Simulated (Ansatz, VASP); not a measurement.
**Ag in VASP and in Ansatz**

The input INCAR:

```
PREC = Accurate
ENCUT = 520
EDIFF = 1E-7
ISMEAR = 0
SIGMA = 0.15
LREAL = False
LASPH = True
NELM = 100
ALGO = Normal
ISIF = 2
LWAVE = False
LCHARG = False
GGA = PS
NBANDS = 12
```

KPOINTS

```
regular mesh
0
Gamma
  20 20 20
```

File POSCAR:

```
Ag
1.0
    0.0000000000      2.0431000000      1.9818070000
    2.0431000000      0.0000000000      1.9818070000
    2.0431000000      2.0431000000      0.0000000000
Ag
1
Direct
    0.0000000000      0.0000000000      0.0000000000
```

Input for Ansatz:

```yaml
crystal:
  lattice:
    - [0.0, 2.0431, 1.981807]
    - [2.0431, 0.0, 1.981807]
    - [2.0431, 2.0431, 0.0]
  atoms:
    - { symbol: Ag, position: [0.0, 0.0, 0.0] }
basis:
  ecutwfc: 420
kpoints:
  mp_grid: { grid: [20, 20, 20] }
hamiltonian:
  xc: pbesol
scf:
  occupations: { method: gaussian, width: 0.15 }
output:
  forces: true
  stress: true
  eigenvalues: true
```

Change from the starting cell: strain +0.000 along x and y, -0.030 along z, atoms carried along.

Alike in both runs: task single point; functional PBEsol; k mesh 20 × 20 × 20; occupations gaussian, width 0.15 eV; no spin polarisation.

```csv
,VASP,Ansatz
version,VASP 6.6.1,Ansatz 0.2.0
potentials or method,"VASP PAW PBE potentials, release 64 (Ag), cutoff 520 eV","scalar-relativistic, plane waves, PAW"
valence electrons in the cell,11,19
```

|  | VASP | Ansatz | Ansatz less VASP |
| --- | --- | --- | --- |
| gap on the k mesh at the Fermi level (eV) | none | none | - |
| pressure (GPa) | 0.6 | 0.9 | +0.24 |
| traceless stress, the component that is largest in VASP (GPa) | 0.78 | 0.79 | +0.005 |

VASP's potentials were made for PBE, not for PBEsol. A gap of «none» marks a metal or a gap that the smearing closes. With one functional, cell and mesh, what is left measures potentials, basis and numerics. VASP's potentials hold 11 valence electrons a cell and Ansatz's 19, so a difference there can come from the potentials and not from the codes.
